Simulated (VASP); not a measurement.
# S (Im-3m) in VASP: notebook

The runs below take S through single point, relaxation of cell and atoms, with PBE.

All numbers are computed with VASP 6.6.1; they aren't measurements. Logs are shortened: lines on timing, memory, paths and dates and some standing lists are left out, and cuts for length are marked.

## 1. The cell of the first run

The structure is cubic, space group Im-3m (No. 229). The conventional cell has a = 3.130 Å, b = 3.130 Å, c = 3.130 Å, α = 90.00°, β = 90.00°, γ = 90.00°. Within 3.6 Å of S (site symmetry m-3m) lie 14 S at 2.71 to 3.13 Å.

## 2. Single point, PBE

Input file INCAR:

```
ALGO = Normal
EDIFF = 1E-6
ENCUT = 520
GGA = PE
ISIF = 2
ISMEAR = -1
LASPH = True
LCHARG = False
LREAL = False
LWAVE = False
NBANDS = 9
NELM = 100
PREC = Accurate
SIGMA = 0.08
```

Input file KPOINTS:

```
k-points
0
Gamma
  17 17 17
```

Input file POSCAR:

```
S
1.0
   -1.5648188828      1.5648188828      1.5648188828
    1.5648188828     -1.5648188828      1.5648188828
    1.5648188828      1.5648188828     -1.5648188828
S
1
Direct
    0.0000000000      0.0000000000      0.0000000000
```

Potentials or basis: VASP PAW PBE potentials, release 64 (S).

Command:

```bash
$ cat potpaw_PBE.64/S/POTCAR > POTCAR
$ mpirun -np 1 vasp_std > vasp.out
```

OUTCAR:

```text
EDIFF = 1E-6
   ENCUT = 520
   GGA = PE
   ISIF = 2
   ISMEAR = -1
   LASPH = True
   LREAL = False
   NELM = 100
   PREC = Accurate

 ion  position               nearest neighbor table
   1  0.000  0.000  0.000-

  LATTYP: Found a body centered cubic cell.
 ALAT       =     3.1296377656

  Lattice vectors:

 A1 = (  -1.5648188828,   1.5648188828,   1.5648188828)
 A2 = (   1.5648188828,  -1.5648188828,   1.5648188828)
 A3 = (   1.5648188828,   1.5648188828,  -1.5648188828)

Analysis of symmetry for initial positions (statically):
=====================================================================
 Subroutine PRICEL returns:
 Original cell was already a primitive cell.

 Routine SETGRP: Setting up the symmetry group for a
 body centered cubic supercell.

 Subroutine GETGRP returns: Found 48 space group operations
 (whereof 48 operations were pure point group operations)
 out of a pool of 48 trial point group operations.

The static configuration has the point symmetry O_h .

Analysis of symmetry for dynamics (positions and initial velocities):
=====================================================================
 Subroutine PRICEL returns:
 Original cell was already a primitive cell.

 Routine SETGRP: Setting up the symmetry group for a
 body centered cubic supercell.

 Subroutine GETGRP returns: Found 48 space group operations
 (whereof 48 operations were pure point group operations)
 out of a pool of 48 trial point group operations.

The dynamic configuration has the point symmetry O_h .

 Subroutine INISYM returns: Found 48 space group operations
 (whereof 48 operations are pure point group operations),
 and found     1 'primitive' translations

----------------------------------------------------------------------------------------

                                     Primitive cell

  volume of cell :      15.3268

  direct lattice vectors                    reciprocal lattice vectors
    -1.564818883  1.564818883  1.564818883     0.000000000  0.319525797  0.319525797
     1.564818883 -1.564818883  1.564818883     0.319525797  0.000000000  0.319525797
     1.564818883  1.564818883 -1.564818883     0.319525797  0.319525797  0.000000000

  length of vectors
     2.710345810  2.710345810  2.710345810     0.451877715  0.451877715  0.451877715

  position of ions in fractional coordinates (direct lattice)
     0.000000000  0.000000000  0.000000000

  ion indices of the primitive-cell ions
   primitive index   ion index
                 1           1

----------------------------------------------------------------------------------------

 KPOINTS: k-points

Automatic generation of k-mesh.
 Grid dimensions read from file:
 generate k-points for:   17   17   17

 Generating k-lattice:

  Cartesian coordinates                     Fractional coordinates (reciprocal lattice)
     0.000000000  0.018795635  0.018795635     0.058823529  0.000000000  0.000000000
     0.018795635  0.000000000  0.018795635     0.000000000  0.058823529  0.000000000
     0.018795635  0.018795635  0.000000000     0.000000000  0.000000000  0.058823529

  Length of vectors
     0.026581042  0.026581042  0.026581042

  Shift w.r.t. Gamma in fractional coordinates (k-lattice)
     0.000000000  0.000000000  0.000000000

 Subroutine IBZKPT returns following result:
 ===========================================

 Found    165 irreducible k-points:

 Following reciprocal coordinates:
            Coordinates               Weight
  0.000000  0.000000  0.000000      1.000000
  0.058824  0.000000  0.000000     12.000000
  0.117647  0.000000  0.000000     12.000000
  0.176471  0.000000  0.000000     12.000000
  0.235294  0.000000  0.000000     12.000000
  0.294118  0.000000  0.000000     12.000000
[... 16 lines left out ...]
  0.411765  0.117647  0.000000     48.000000
  0.176471  0.176471  0.000000     24.000000
 [... further k-points ...]
   k-points           NKPTS =    165   k-points in BZ     NKDIM =    165   number of bands    NBANDS=      9
   number of dos      NEDOS =    301   number of ions     NIONS =      1
   total plane-waves  NPLWV =   8000
   dimension x,y,z NGX =    20 NGY =   20 NGZ =   20
   dimension x,y,z NGXF=    40 NGYF=   40 NGZF=   40
   ions per type =               1
   NGX,Y,Z   is equivalent  to a cutoff of  12.27, 12.27, 12.27 a.u.
   NGXF,Y,Z  is equivalent  to a cutoff of  24.54, 24.54, 24.54 a.u.
 SYSTEM =  unknown system
   PREC   = accura    normal or accurate (medium, high low for compatibility)
   ISTART =      0    job   : 0-new  1-cont  2-samecut
   ICHARG =      2    charge: 1-file 2-atom 10-const
   ISPIN  =      1    spin polarized calculation?
   LNONCOLLINEAR =      F non collinear calculations
   LSORBIT =      F    spin-orbit coupling
   LASPH  =      T    aspherical Exc in radial PAW
   ENCUT  =  520.0 eV  38.22 Ry    6.18 a.u.   5.04  5.04  5.04*2*pi/ulx,y,z
   NELM   =    100;   NELMIN=  2; NELMDL= -5     # of ELM steps
   EDIFF  = 0.1E-05   stopping-criterion for ELM
   LREAL  =      F    real-space projection
   EDIFFG = 0.1E-04   stopping-criterion for IOM
   NSW    =      0    number of steps for IOM
   IBRION =     -1    ionic relax: 0-MD 1-quasi-New 2-CG
   NFREE  =      0    steps in history (QN), initial steepest desc. (CG)
   ISIF   =      2    stress and relaxation
   ISYM   =      2    0-nonsym 1-usesym 2-fastsym
   POTIM  = 0.5000    time-step for ionic-motion
   TEBEG  =    0.0;   TEEND  =   0.0 temperature during run
   PSTRESS=    0.0 pullay stress
   NELECT =       6.0000    total number of electrons
   NUPDOWN=      -1.0000    fix difference up-down
   EMIN   =  10.00;   EMAX   =-10.00  energy-range for DOS
   EFERMI =   0.00;   METHOD = LEGACY
   ISMEAR =    -1;   SIGMA  =   0.08  broadening in eV -4-tet -1-fermi 0-gaus
   EFERMI_NEDOS =   21; number of points for ismear=-14 and -15
   IALGO  =     38    algorithm
   IMIX   =      4    mixing-type and parameters
     AMIX     =   0.40;   BMIX     =  1.00
     AMIX_MAG =   1.60;   BMIX_MAG =  1.00
  volume/ion in A,a.u.               =      15.33       103.43
  Fermi-wavevector in a.u.,A,eV,Ry     =   1.197589  2.263115 19.513743  1.434220
  Thomas-Fermi vector in A             =   2.333500
   LORBIT       =      0    0 simple, 1 ext, 2 COOP (PROOUT), +10 PAW based schemes
   GGA     = PE    functional components
   LHFCALC =     F    Hartree Fock is set to
   AEXX    =    0.0000 exact exchange contribution
   IVDW    =     0    specifies the selected vdW correction
   LEPSILON=     F    determine dielectric tensor
   LRPA    =     F    only Hartree local field effects (RPA)
 non-spin polarized calculation
  energy-cutoff  :      520.00
  volume of cell :       15.33
 maximum number of plane-waves:       424
   NGX =  9   NGY =  9   NGZ =  9

 number of electron       6.0000000 magnetization

 Free energy of the ion-electron system (eV)
  ---------------------------------------------------
  ext. energy  EPLUGINS =         0.00000000
  ---------------------------------------------------
  free energy    TOTEN  =        -3.00594567 eV

  energy without entropy =       -2.99142588  energy(sigma->0) =       -2.99868577

 E-fermi :   8.1096     XC(G=0): -11.3186

 val. band max:        8.0666677220   @ k =   0.2941   0.2353   0.0588
 cond. band min:       8.1122269708   @ k =   0.3529   0.0588   0.0000
 fundamental gap:      0.0455592488
 Fermi energy:         8.1095918989

 k-point     1 :       0.0000    0.0000    0.0000
  band No.  band energies     occupation
      1      -9.1023      2.00000
      2      11.3185      0.00000
      3      11.3185      0.00000
      4      11.3185      0.00000
      5      20.3558      0.00000
      6      20.3558      0.00000
      7      20.3558      0.00000
      8      23.0643      0.00000
      9      24.1429      0.00000

 k-point     2 :       0.0588    0.0000    0.0000
  band No.  band energies     occupation
      1      -9.0127      2.00000
      2      10.8739      0.00000
      3      11.1402      0.00000
      4      11.2900      0.00000
      5      20.1123      0.00000
      6      20.3203      0.00000
      7      20.7066      0.00000
      8      23.3521      0.00000
      9      23.6349      0.00000

 k-point     3 :       0.1176    0.0000    0.0000
  band No.  band energies     occupation
      1      -8.7451      2.00000
      2       9.7099      0.00000
      3      10.6828      0.00000
      4      11.2075      0.00000
      5      19.5056      0.00000
      6      19.8858      0.00000
      7      21.6797      0.00000
      8      23.0617      0.00000
      9      23.9218      0.00000

 k-point     4 :       0.1765    0.0000    0.0000
  band No.  band energies     occupation
      1      -8.3040      2.00000
      2       8.1325      0.85788
      3      10.0964      0.00000
      4      11.0803      0.00000
      5      18.7549      0.00000
      6      18.9506      0.00000
      7      23.1174      0.00000
      8      23.1467      0.00000
      9      23.8841      0.00000
[... 205 lines left out ...]
 k-point    22 :       0.3529    0.1176    0.0000
  band No.  band energies     occupation
      1      -5.0102      2.00000
      2       1.6946      2.00000
      3       7.1004      1.99999
      4       9.7668      0.00000
      5      16.6260      0.00000
      6      18.1068      0.00000
      7      24.0487      0.00000
      8      26.3618      0.00000
      9      29.3144      0.00000

 k-point    23 :       0.4118    0.1176    0.0000
  band No.  band energies     occupation
      1      -4.3939      2.00000
      2       0.8109      2.00000
      3       6.9167      2.00000
      4       9.6851      0.00000
      5      16.4419      0.00000
      6      18.0115      0.00000
      7      24.9120      0.00000
      8      25.8055      0.00000
      9      30.4042      0.00000

 k-point    24 :       0.1765    0.1765    0.0000
  band No.  band energies     occupation
      1      -6.7812      2.00000
      2       5.0482      2.00000
      3       7.6729      1.99151
      4      10.0342      0.00000
      5      17.7694      0.00000
      6      19.1014      0.00000
      7      23.0326      0.00000
      8      23.7774      0.00000
      9      26.8140      0.00000

 [... further k-points ...]
[... 5 lines left out ...]
  --------------------------------------------------------------------------------------
  -------------------------------------------------------------------------------------
  Total        0.2050566      0.2050566      0.2050566     -0.0000000     -0.0000000      0.0000000
  in kB       21.4354228     21.4354228     21.4354228     -0.0000000     -0.0000000      0.0000000
  external PRESSURE =      21.4354228 kB  Pullay stress =       0.0000000 kB

 VOLUME and BASIS-vectors are now :
 -----------------------------------------------------------------------------
  energy-cutoff  :      520.00
  volume of cell :       15.33
      direct lattice vectors                 reciprocal lattice vectors
    -1.564818883  1.564818883  1.564818883     0.000000000  0.319525797  0.319525797
     1.564818883 -1.564818883  1.564818883     0.319525797  0.000000000  0.319525797
     1.564818883  1.564818883 -1.564818883     0.319525797  0.319525797  0.000000000

 POSITION                                       TOTAL-FORCE (eV/Angst)
 -----------------------------------------------------------------------------------
      0.00000      0.00000      0.00000        -0.000000     -0.000000      0.000000
 -----------------------------------------------------------------------------------
    total drift:                                0.000000      0.000000     -0.000000

  FREE ENERGIE OF THE ION-ELECTRON SYSTEM (eV)
  ---------------------------------------------------
  free  energy   TOTEN  =        -3.0059456701 eV

  energy  without entropy=       -2.9914258758  energy(sigma->0) =       -2.99868577
```

It took 5.6 s on 1 thread of Intel Xeon 6975P-C (Granite Rapids), shared host; peak memory 0.13 GiB.

Results:

- Free energy: -3.0059 eV
- Pressure: 2.1 GPa
- Band gap on the k mesh: zero (band 3 reaches 11.32 eV, above the bottom of band 4 at 4.07 eV)

## 3. Single point, PBE

Input file INCAR:

```
SYSTEM = S
PREC = Accurate
ENCUT = 520
EDIFF = 1E-6
ISMEAR = -1
SIGMA = 0.08
LREAL = .False.
LASPH = .True.
NELM = 80
ALGO = Normal
ISIF = 2
LWAVE = .False.
LCHARG = .False.
GGA = PE
NBANDS = 9
```

Input file KPOINTS:

```
Automatic mesh
0
Gamma
  17 17 17
  0 0 0
```

Input file POSCAR:

```
S
1.0
   -1.5650810115      1.5650810115      1.5650810115
    1.5650810115     -1.5650810115      1.5650810115
    1.5650810115      1.5650810115     -1.5650810115
S
1
Direct
    0.0000000000      0.0000000000      0.0000000000
```

Potentials or basis: VASP PAW PBE potentials, release 64 (S).

Command:

```bash
$ cat potpaw_PBE.64/S/POTCAR > POTCAR
$ mpirun -np 1 vasp_std > vasp.out
```

Run time: 5.7 s. Hardware: 1 thread of Intel Xeon 6975P-C (Granite Rapids), shared host; peak memory 0.13 GiB.

Results (log left out):

```yaml
Free_energy: -3.0061 eV
Pressure: 2.1 GPa
Band_gap_on_the_k_mesh: zero (band 3 reaches 11.31 eV, above the bottom of band 4 at 4.07 eV)
```

Levels at points of the mesh, in eV from the Fermi level:
```tsv
k point	band 1	band 2	band 3	band 4	band 5	band 6	band 7	band 8
(0.00, 0.00, 0.00)	-17.21	3.21	3.21	3.21	12.25	12.25	12.25	14.95
```

[end of part 1 of 2]
